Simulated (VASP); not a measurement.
Set up this calculation in VASP 6.6.1, as the native input.

```yaml
Task: single point
Functional: PBEsol
Dispersion: D3(BJ)
Potentials_or_basis: VASP PAW PBE potentials, release 64 (Ni)
Cutoff: 520 eV
k_mesh: 14 × 14 × 14, shifted
Occupations: fermi-dirac, width 0.01 eV
Spin: collinear spin, zero start
Starting_moments: "[0.0] μB"
Fixed_moment: 0 μB
Dipole_correction: no
Further_INCAR_settings: ALGO = Normal; EDIFF = 1e-07; NBANDS = 15; ISYM = 0
```

The structure of Ni lies in POSCAR:

```
Ni
1.0
    0.0000000000      1.7619350000      1.7619350000
    1.7619350000      0.0000000000      1.7619350000
    1.7619350000      1.7619350000      0.0000000000
Ni
1
Direct
    0.0000000000      0.0000000000      0.0000000000
```

One way to write it, as run:

INCAR

```
  PREC = Accurate
  ENCUT = 520
  EDIFF = 1E-7
  ISMEAR = -1
  SIGMA = 0.01
  LREAL = False
  LASPH = True
  NELM = 150
  ALGO = Normal
  ISIF = 2
  LWAVE = False
  LCHARG = False
  ISPIN = 2
  MAGMOM = 0
  LORBIT = 11
  NUPDOWN = 0.0
  LMAXMIX = 4
  GGA = PS
  IVDW = 12
  NBANDS = 15
  ISYM = 0
```

KPOINTS

```
Automatic mesh
0
Gamma
  14 14 14
  0.5 0.5 0.5
```

Potentials or basis: VASP PAW PBE potentials, release 64 (Ni).

Run with:

```sh
$ cat potpaw_PBE.64/Ni/POTCAR > POTCAR
$ mpirun -np 1 vasp_std > vasp.out
```

Results of the run:

```yaml
Pressure: -17.8 GPa
Net_moment: 0.00 μB per cell
Valence_electrons_inside_the_program's_atomic_spheres: Ni 9.30
Dispersion_energy_per_atom: -0.415 eV
```

Caveat: three body term missing; the cell stands under tension; the PAW data sets were made with another functional, which shifts forces and pressure a little; the total moment is fixed, so each spin has its own Fermi level.

Run time: 51 min on 1 thread of Oxide Virtual Turin-like Processor, on a shared host, peak memory 1.2 GiB.
